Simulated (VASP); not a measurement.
Runs of VASP 6.6.1 on CaO. The structure is that of space group P6_3/mmc (No. 194), or close to it. The cells are those of the table. 

```csv
cell,gap on the mesh (eV),pressure (GPa)
"a = 3.951, b = 3.951, c = 4.936 Å, angles 90.0, 90.0, 120.0°, 4 atoms",3.22,(b)
"a = 3.925, b = 3.925, c = 5.000 Å, angles 90.0, 90.0, 120.0°, 4 atoms",3.25,0.9
"a = 4.058, b = 4.058, c = 4.679 Å, angles 90.0, 90.0, 120.0°, 4 atoms",3.00,1.1
"a = 4.085, b = 4.085, c = 4.615 Å, angles 90.0, 90.0, 120.0°, 4 atoms",2.91,1.7
"a = 3.978, b = 3.978, c = 4.872 Å, angles 90.0, 90.0, 120.0°, 4 atoms",3.18,0.4
"a = 4.031, b = 4.031, c = 4.744 Å, angles 90.0, 90.0, 120.0°, 4 atoms",3.07,(a)
```

Alike in all rows: task single point; level PBE; potentials or basis VASP PAW PBE potentials, release 64 (Ca_sv, O); no spin polarisation; k mesh 9 × 9 × 6; cutoff (eV) 520; smearing gaussian 0.05 eV.

**Question.** Fill in the values left out.

**Answer.** (a) 0.7; (b) 0.6.

A k mesh can miss the band edges.
